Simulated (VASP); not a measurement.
Runs of VASP 6.6.1 on As. The structure is that of space group Pm-3m (No. 221), or close to it. The cells are those of the table. This isn't the form of As at room conditions, which is rhombohedral.

| level | potentials or basis | cell | k mesh | cutoff (eV) | grid for exact exchange (PRECFOCK) | share of exact exchange | screening parameter | gap on the mesh (eV) | pressure (GPa) |
| --- | --- | --- | --- | --- | --- | --- | --- | --- | --- |
| r2SCAN | VASP PAW PBE potentials, release 64 (As) | a = 2.686 Å, 1 atom | 10 × 10 × 10 | 550 | - | - | - | none | 1.7 |
| r2SCAN-based global hybrid with 50 % exact exchange | VASP PAW PBE potentials, release 64 (As_d) | a = 2.704 Å, 1 atom | 6 × 6 × 6 | 440 | Normal | 0.5 | - | none | -4.9 |
| r2SCAN | VASP PAW PBE potentials, release 64 (As) | a = 2.722 Å, 1 atom | 10 × 10 × 10 | 550 | - | - | - | none | -1.9 |
| r2SCAN | VASP PAW PBE potentials, release 64 (As) | a = 2.757 Å, 1 atom | 10 × 10 × 10 | 550 | - | - | - | none | (b) |
| HSE06 | VASP PAW PBE potentials, release 64 (As_d) | a = 2.704 Å, 1 atom | 6 × 6 × 6 | 400 | Normal | 0.25 | 0.2079 1/Å | none | (a) |

Alike in all rows: task single point; no spin polarisation; smearing fermi-dirac 0.05 eV.

Problem. Estimate the missing entries.

Solution. (a) -0.9; (b) -4.7.

Caveats: some runs use coarse meshes; the PAW data sets were made with another functional, which shifts forces and pressure a little; an odd number of electrons without spin polarisation forces a metal; a magnetic or distorted state may lie lower; the cell stands under tension (at least some runs).

A k mesh can miss the band edges, and the runs leave out spin-orbit coupling on As.

A gap of «none» marks levels without a gap at the run's occupations.

The runs don't all hold the same shells in valence.
